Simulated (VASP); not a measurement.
Sc2As3Se3:

```xyz
8
Lattice="-3.0903 3.0903 5.3978 3.0903 -3.0903 5.3978 3.0903 3.0903 -5.3978" Properties=species:S:1:pos:R:3 pbc="T T T"
Sc    0.0000    3.0903    2.6989
Sc    3.0903    0.0000    2.6989
As    0.0000    0.0000    5.3978
As    0.0000    0.0000    3.2870
As    0.0000    0.0000    7.5086
Se    0.0000    3.0903    0.0000
Se    3.0903    0.0000    0.0000
Se    0.0000    0.0000    0.0000
```

The cell was generated, and may not be a known phase.

| Item | Value |
| --- | --- |
| Program | VASP 6.6.1 |
| Task | relaxation of cell and atoms |
| Functional | PBE |
| Potentials or basis | VASP PAW PBE potentials, release 64 (Sc_sv, As, Se) |
| Cutoff | 600 eV |
| k mesh | 4 × 4 × 4 |
| Occupations | gaussian, width 0.2 eV |
| Spin | no spin polarisation |

At the start: pressure -0.9 GPa; volume 25.77 Å³/atom.

Question: How do energy, volume and symmetry change on relaxing?

Answer: Over 15 steps the energy falls by 449.9 meV/atom and the volume is 22.03 Å³/atom (-14.5 %); space group I4/mmm (No. 139, to 0.1 Å) before and after.

Step by step:
| step | energy change (eV) | largest force (eV/Å) | pressure (GPa) | volume (Å³) |
| --- | --- | --- | --- | --- |
| 1 | 0.0000 | 5.6119 | -0.93 | 206.19 |
| 2 | -2.9131 | 0.4181 | -7.09 | 199.96 |
| 3 | -3.0498 | 0.0930 | -6.84 | 198.58 |
| 4 | -3.0954 | 0.3416 | -5.50 | 195.56 |
| 5 | -3.1080 | 0.1397 | -6.37 | 197.26 |
| 6 | -3.2656 | 0.3274 | 5.02 | 168.16 |
| 7 | -3.4813 | 0.2332 | -0.79 | 179.79 |
| 8 | -3.5849 | 0.0043 | -0.20 | 176.78 |
| 9 | -3.5941 | 0.1036 | 0.11 | 175.71 |
| 10 | -3.5942 | 0.1151 | 0.15 | 175.59 |
| 11 | -3.5942 | 0.1237 | 0.18 | 175.50 |
| 12 | -3.5957 | 0.1095 | -0.09 | 176.06 |
| 13 | -3.5960 | 0.0971 | -0.33 | 176.56 |
| 14 | -3.5969 | 0.0851 | -0.31 | 176.47 |
| 15 | -3.5990 | 0.0502 | -0.24 | 176.20 |

Final structure:
```cif
data_structure
_symmetry_space_group_name_H-M 'P 1'
_symmetry_Int_Tables_number 1
_cell_length_a 6.9567
_cell_length_b 6.9567
_cell_length_c 6.9567
_cell_angle_alpha 133.115
_cell_angle_beta 133.115
_cell_angle_gamma 68.473
_cell_volume 176.20
loop_
_atom_site_label
_atom_site_type_symbol
_atom_site_fract_x
_atom_site_fract_y
_atom_site_fract_z
_atom_site_occupancy
Sc1 Sc 0.75000 0.25000 0.50000 1
Sc2 Sc 0.25000 0.75000 0.50000 1
As1 As 0.50000 0.50000 0.00000 1
As2 As 0.26862 0.26862 0.00000 1
As3 As 0.73138 0.73138 0.00000 1
Se1 Se 0.50000 0.00000 0.50000 1
Se2 Se 0.00000 0.50000 0.50000 1
Se3 Se 0.00000 0.00000 0.00000 1
```

Caveat: the relaxation stopped at a loose force limit of 0.08 eV/Å, so its end isn't a converged minimum.
